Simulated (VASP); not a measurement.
# I (P6_3/mmc) in VASP: notebook

The runs below take I through single point, with PBEsol.

Everything below comes from runs of VASP 6.6.1. Logs are shortened: lines on timing, memory, paths and dates and some standing lists are left out, and cuts for length are marked.

## (1) The cell of the first run

Symmetry: P6_3/mmc, No. 194, hexagonal system. The conventional cell has a = 3.136 Å, b = 3.136 Å, c = 6.529 Å, α = 90.00°, β = 90.00°, γ = 120.00°. I (site symmetry -6m2) has 12 I at 3.14 to 3.73 Å within 4.1 Å.

## (2) Single point, PBEsol

Contents of INCAR:

```
SYSTEM = I
ALGO     = Normal         ! electronic algorithm
EDIFF    = 1E-6           ! SCF threshold, eV
ENCUT    = 520            ! plane-wave cutoff, eV
GGA      = PS             ! functional
ISIF     = 2              ! what is computed and relaxed
ISMEAR   = -1             ! smearing method
LASPH    = .TRUE.         ! aspherical terms in the spheres
LCHARG   = .TRUE.         ! write CHGCAR
LELF     = .TRUE.         ! ELF
LREAL    = .FALSE.        ! projectors in reciprocal space
LVHAR    = .TRUE.       
LWAVE    = .FALSE.        ! write WAVECAR
NBANDS   = 14             ! bands
NELM     = 80             ! most SCF steps
PREC     = Accurate       ! precision mode
SIGMA    = 0.05           ! smearing width, eV
```

Contents of KPOINTS:

```
k-points
0
G
  8 8 5
  0 0 0
```

Contents of POSCAR:

```
I
1.0
    3.1358673696      0.0000000000      0.0000000000
   -1.5679336848      2.7157408050      0.0000000000
    0.0000000000      0.0000000000      6.5289528827
I
2
Direct
    0.3333333333      0.6666666667      0.2500000000
    0.6666666667      0.3333333333      0.7500000000
```

Potentials or basis: VASP PAW PBE potentials, release 64 (I).

Command:

```
$ cat potpaw_PBE.64/I/POTCAR > POTCAR
$ mpirun -np 1 vasp_std > vasp.out
```

OUTCAR:

```text
SYSTEM = I
   EDIFF = 1E-6
   ENCUT = 520
   GGA = PS
   ISIF = 2
   ISMEAR = -1
   LASPH = .TRUE.
   LREAL = .FALSE.
   NELM = 80
   PREC = Accurate

 ion  position               nearest neighbor table
   1  0.333  0.667  0.250-
   2  0.667  0.333  0.750-

  LATTYP: Found a hexagonal cell.
 ALAT       =     3.1358673696
 C/A-ratio  =     2.0820245607

  Lattice vectors:

 A1 = (   3.1358673696,   0.0000000000,   0.0000000000)
 A2 = (  -1.5679336848,   2.7157408050,   0.0000000000)
 A3 = (   0.0000000000,   0.0000000000,   6.5289528827)

Analysis of symmetry for initial positions (statically):
=====================================================================
 Subroutine PRICEL returns:
 Original cell was already a primitive cell.

 Routine SETGRP: Setting up the symmetry group for a
 hexagonal supercell.

 Subroutine GETGRP returns: Found 24 space group operations
 (whereof 12 operations were pure point group operations)
 out of a pool of 24 trial point group operations.

The static configuration has the point symmetry D_3d.
 The point group associated with its full space group is D_6h.

Analysis of symmetry for dynamics (positions and initial velocities):
=====================================================================
 Subroutine PRICEL returns:
 Original cell was already a primitive cell.

 Routine SETGRP: Setting up the symmetry group for a
 hexagonal supercell.

 Subroutine GETGRP returns: Found 24 space group operations
 (whereof 12 operations were pure point group operations)
 out of a pool of 24 trial point group operations.

The dynamic configuration has the point symmetry D_3d.
 The point group associated with its full space group is D_6h.

 Subroutine INISYM returns: Found 24 space group operations
 (whereof 12 operations are pure point group operations),
 and found     1 'primitive' translations

----------------------------------------------------------------------------------------

                                     Primitive cell

  volume of cell :      55.6019

  direct lattice vectors                    reciprocal lattice vectors
     3.135867370  0.000000000  0.000000000     0.318891038  0.184111827  0.000000000
    -1.567933685  2.715740805  0.000000000     0.000000000  0.368223653  0.000000000
     0.000000000  0.000000000  6.528952883     0.000000000  0.000000000  0.153163917

  length of vectors
     3.135867370  3.135867370  6.528952883     0.368223653  0.368223653  0.153163917

  position of ions in fractional coordinates (direct lattice)
     0.333333333  0.666666667  0.250000000
     0.666666667  0.333333333  0.750000000

  ion indices of the primitive-cell ions
   primitive index   ion index
                 1           1
                 2           2

----------------------------------------------------------------------------------------

 KPOINTS: k-points

Automatic generation of k-mesh.
 Grid dimensions read from file:
 generate k-points for:    8    8    5

 Generating k-lattice:

  Cartesian coordinates                     Fractional coordinates (reciprocal lattice)
     0.039861380  0.023013978  0.000000000     0.125000000  0.000000000  0.000000000
     0.000000000  0.046027957  0.000000000     0.000000000  0.125000000  0.000000000
     0.000000000  0.000000000  0.030632783     0.000000000  0.000000000  0.200000000

  Length of vectors
     0.046027957  0.046027957  0.030632783

  Shift w.r.t. Gamma in fractional coordinates (k-lattice)
     0.000000000  0.000000000  0.000000000

 Subroutine IBZKPT returns following result:
 ===========================================

 Found     30 irreducible k-points:

 Following reciprocal coordinates:
            Coordinates               Weight
  0.000000  0.000000  0.000000      1.000000
  0.125000  0.000000  0.000000      6.000000
  0.250000  0.000000  0.000000      6.000000
  0.375000  0.000000  0.000000      6.000000
  0.500000  0.000000  0.000000      3.000000
  0.125000  0.125000  0.000000      6.000000
[... 16 lines left out ...]
  0.250000  0.000000  0.400000     12.000000
  0.375000  0.000000  0.400000     12.000000
 [... further k-points ...]
   k-points           NKPTS =     30   k-points in BZ     NKDIM =     30   number of bands    NBANDS=     14
   number of dos      NEDOS =    301   number of ions     NIONS =      2
   total plane-waves  NPLWV =  28800
   dimension x,y,z NGX =    24 NGY =   24 NGZ =   50
   dimension x,y,z NGXF=    48 NGYF=   48 NGZF=  100
   ions per type =               2
   NGX,Y,Z   is equivalent  to a cutoff of  12.72, 12.72, 12.73 a.u.
   NGXF,Y,Z  is equivalent  to a cutoff of  25.45, 25.45, 25.46 a.u.
 SYSTEM =  I
   PREC   = accura    normal or accurate (medium, high low for compatibility)
   ISTART =      0    job   : 0-new  1-cont  2-samecut
   ICHARG =      2    charge: 1-file 2-atom 10-const
   ISPIN  =      1    spin polarized calculation?
   LNONCOLLINEAR =      F non collinear calculations
   LSORBIT =      F    spin-orbit coupling
   LASPH  =      T    aspherical Exc in radial PAW
   ENCUT  =  520.0 eV  38.22 Ry    6.18 a.u.   5.83  5.83 12.14*2*pi/ulx,y,z
   NELM   =     80;   NELMIN=  2; NELMDL= -5     # of ELM steps
   EDIFF  = 0.1E-05   stopping-criterion for ELM
   LREAL  =      F    real-space projection
   EDIFFG = 0.1E-04   stopping-criterion for IOM
   NSW    =      0    number of steps for IOM
   IBRION =     -1    ionic relax: 0-MD 1-quasi-New 2-CG
   NFREE  =      0    steps in history (QN), initial steepest desc. (CG)
   ISIF   =      2    stress and relaxation
   ISYM   =      2    0-nonsym 1-usesym 2-fastsym
   POTIM  = 0.5000    time-step for ionic-motion
   TEBEG  =    0.0;   TEEND  =   0.0 temperature during run
   PSTRESS=    0.0 pullay stress
   NELECT =      14.0000    total number of electrons
   NUPDOWN=      -1.0000    fix difference up-down
   EMIN   =  10.00;   EMAX   =-10.00  energy-range for DOS
   EFERMI =   0.00;   METHOD = LEGACY
   ISMEAR =    -1;   SIGMA  =   0.05  broadening in eV -4-tet -1-fermi 0-gaus
   EFERMI_NEDOS =   21; number of points for ismear=-14 and -15
   IALGO  =     38    algorithm
   IMIX   =      4    mixing-type and parameters
     AMIX     =   0.40;   BMIX     =  1.00
     AMIX_MAG =   1.60;   BMIX_MAG =  1.00
  volume/ion in A,a.u.               =      27.80       187.61
  Fermi-wavevector in a.u.,A,eV,Ry     =   1.033763  1.953529 14.540084  1.068666
  Thomas-Fermi vector in A             =   2.168026
   LORBIT       =      0    0 simple, 1 ext, 2 COOP (PROOUT), +10 PAW based schemes
   GGA     = PS    functional components
   LHFCALC =     F    Hartree Fock is set to
   AEXX    =    0.0000 exact exchange contribution
   IVDW    =     0    specifies the selected vdW correction
   LEPSILON=     F    determine dielectric tensor
   LRPA    =     F    only Hartree local field effects (RPA)
 non-spin polarized calculation
  energy-cutoff  :      520.00
  volume of cell :       55.60
 maximum number of plane-waves:      1512
 NGX is ok and might be reduce to    24
   NGX = 11   NGY = 11   NGZ = 25

 number of electron      14.0000000 magnetization

 Free energy of the ion-electron system (eV)
  ---------------------------------------------------
  ext. energy  EPLUGINS =         0.00000000
  ---------------------------------------------------
  free energy    TOTEN  =        -2.70579283 eV

  energy without entropy =       -2.70099691  energy(sigma->0) =       -2.70339487

 E-fermi :   7.6378     XC(G=0): -10.2604

 val. band max:        7.5907742998   @ k =   0.3750   0.0000   0.2000
 cond. band min:       7.7471027836   @ k =   0.5000   0.0000   0.4000
 fundamental gap:      0.1563284839
 Fermi energy:         7.6378137643

 k-point     1 :       0.0000    0.0000    0.0000
  band No.  band energies     occupation
      1      -7.9289      2.00000
      2      -6.9165      2.00000
      3       1.3604      2.00000
      4       6.5724      2.00000
      5      10.0569      0.00000
      6      10.0569      0.00000
      7      10.4593      0.00000
      8      10.4593      0.00000
      9      12.8430      0.00000
     10      16.7483      0.00000
     11      18.0356      0.00000
     12      18.1411      0.00000
     13      18.1411      0.00000
     14      18.7524      0.00000

 k-point     2 :       0.1250    0.0000    0.0000
  band No.  band energies     occupation
      1      -7.6440      2.00000
      2      -6.6453      2.00000
      3       1.6558      2.00000
      4       6.7545      2.00000
      5       8.0637      0.00040
      6       8.7183      0.00000
      7       9.4199      0.00000
      8      10.0396      0.00000
      9      13.1226      0.00000
     10      15.9471      0.00000
     11      17.0493      0.00000
     12      18.2285      0.00000
     13      18.6060      0.00000
     14      19.0863      0.00000

 k-point     3 :       0.2500    0.0000    0.0000
  band No.  band energies     occupation
      1      -6.8191      2.00000
      2      -5.8752      2.00000
      3       2.5162      2.00000
      4       4.7792      2.00000
      5       5.5877      2.00000
      6       7.1426      1.99990
      7       8.3358      0.00000
      8       9.1125      0.00000
      9      13.9260      0.00000
     10      14.3152      0.00000
     11      15.0092      0.00000
     12      15.6347      0.00000
     13      18.3461      0.00000
     14      19.4231      0.00000
[... 324 lines left out ...]
 k-point    23 :       0.2500    0.0000    0.4000
  band No.  band energies     occupation
      1      -6.5344      2.00000
      2      -6.2472      2.00000
      3       3.7202      2.00000
      4       4.7936      2.00000
      5       5.1454      2.00000
      6       5.6550      2.00000
      7       8.5798      0.00000
      8       8.8180      0.00000
      9      14.3328      0.00000
     10      14.7589      0.00000
     11      15.3679      0.00000
     12      16.6067      0.00000
     13      18.5403      0.00000
     14      20.5450      0.00000

 k-point    24 :       0.3750    0.0000    0.4000
  band No.  band energies     occupation
      1      -5.3687      2.00000
      2      -5.1327      2.00000
      3       2.1213      2.00000
      4       2.3648      2.00000
      5       5.0851      2.00000
      6       6.1374      2.00000
      7       7.7799      0.11026
      8       8.0330      0.00074
      9      12.7429      0.00000
     10      13.6115      0.00000
     11      13.8247      0.00000
     12      14.5312      0.00000
     13      18.9449      0.00000
     14      19.9023      0.00000

 [... further k-points ...]

------------------------ aborting loop because EDIFF is reached ----------------------------------------

  FORCE on cell =-STRESS in cart. coord.  units (eV):
  Direction    XX          YY          ZZ          XY          YZ          ZX
  --------------------------------------------------------------------------------------
  -------------------------------------------------------------------------------------
  Total        3.4600058      3.4600058      3.4862434     -0.0000000     -0.0000000      0.0000000
  in kB       99.7006237     99.7006237    100.4566637     -0.0000000     -0.0000000      0.0000000
  external PRESSURE =      99.9526370 kB  Pullay stress =       0.0000000 kB

 VOLUME and BASIS-vectors are now :
 -----------------------------------------------------------------------------
  energy-cutoff  :      520.00
  volume of cell :       55.60
      direct lattice vectors                 reciprocal lattice vectors
     3.135867370  0.000000000  0.000000000     0.318891038  0.184111827  0.000000000
    -1.567933685  2.715740805  0.000000000     0.000000000  0.368223653  0.000000000
     0.000000000  0.000000000  6.528952883     0.000000000  0.000000000  0.153163917

 POSITION                                       TOTAL-FORCE (eV/Angst)
 -----------------------------------------------------------------------------------
     -0.00000      1.81049      1.63224         0.000000      0.000000      0.000000
      1.56793      0.90525      4.89671        -0.000000     -0.000000      0.000000
 -----------------------------------------------------------------------------------
    total drift:                                0.000000     -0.000000      0.000000

  FREE ENERGIE OF THE ION-ELECTRON SYSTEM (eV)
  ---------------------------------------------------
  free  energy   TOTEN  =        -2.7057928311 eV

  energy  without entropy=       -2.7009969143  energy(sigma->0) =       -2.70339487
```

Run time: 7 s. Hardware: 1 thread of Intel Xeon 6975P-C (Granite Rapids), shared host; peak memory 0.17 GiB.

Results:

```
Free energy            : -2.7058 eV
Pressure               : 10.0 GPa
Band gap on the k mesh : zero (bands 7 and 8 overlap by 3.99 eV)
```

Stress tensor (GPa, compression positive):
```
 9.97  0.00  0.00
 0.00  9.97  0.00
 0.00  0.00 10.05
```

Caveat: the cell stands under pressure; the PAW data sets were made with another functional, which shifts forces and pressure a little; spin-orbit coupling is left out, which moves the levels of the heavy elements; this functional lacks dispersion, which binds layers or chains, so the pressure and a relaxed spacing across them are unreliable.

## (3) Single point, PBEsol

This run uses another cell than the first one, of 37.08 Å³/atom.

Contents of INCAR:

```
SYSTEM = I
PREC     = Accurate       ! precision mode
ENCUT    = 520            ! plane-wave cutoff, eV
EDIFF    = 1E-6           ! SCF threshold, eV
ISMEAR   = -1             ! smearing method
SIGMA    = 0.05           ! smearing width, eV
LREAL    = .False.        ! projectors in reciprocal space
LASPH    = .True.         ! aspherical terms in the spheres
NELM     = 80             ! most SCF steps
ALGO     = Normal         ! electronic algorithm
ISIF     = 2              ! what is computed and relaxed
LWAVE    = .False.        ! write WAVECAR
LCHARG   = .False.        ! write CHGCAR
GGA      = PS             ! functional
NBANDS   = 14             ! bands
```

Contents of KPOINTS:

```
Automatic mesh
0
Gamma
  8 8 5
  0 0 0
```

Contents of POSCAR:

```
I
1.0
    3.2843658679      0.0000000000      0.0000000000
   -1.6421829340      2.8443442770      0.0000000000
    0.0000000000      0.0000000000      7.9380829777
I
2
Direct
    0.3333333333      0.6666666667      0.2500000000
    0.6666666667      0.3333333333      0.7500000000
```

Potentials or basis: VASP PAW PBE potentials, release 64 (I).

Command:

```
$ cat potpaw_PBE.64/I/POTCAR > POTCAR
$ mpirun -np 1 vasp_std > vasp.out
```

Run time: 8.7 s. Hardware: 1 thread of Intel Xeon 6975P-C (Granite Rapids), shared host; peak memory 0.18 GiB.

The run converged. Its results:

```
Free energy            : -3.0948 eV
Pressure               : 0.0 GPa
Band gap on the k mesh : zero (bands 7 and 8 overlap by 3.16 eV)
```

Levels at points of the mesh, in eV from the Fermi level:
| k point | band 3 | band 4 | band 5 | band 6 | band 7 | band 8 | band 9 | band 10 |
| --- | --- | --- | --- | --- | --- | --- | --- | --- |
| (0.00, 0.00, 0.00) | -4.40 | -2.20 | 1.91 | 1.91 | 2.00 | 2.00 | 4.15 | 8.85 |
| (0.50, 0.00, 0.00) | -5.59 | -5.44 | -1.72 | -1.00 | -0.20 | 0.01 | 4.86 | 5.98 |

Caveat: the PAW data sets were made with another functional, which shifts forces and pressure a little; spin-orbit coupling is left out, which moves the levels of the heavy elements; this functional lacks dispersion, which binds layers or chains, so the pressure and a relaxed spacing across them are unreliable.

The gap in the log of VASP goes by the Fermi energy; the results here count the filled bands.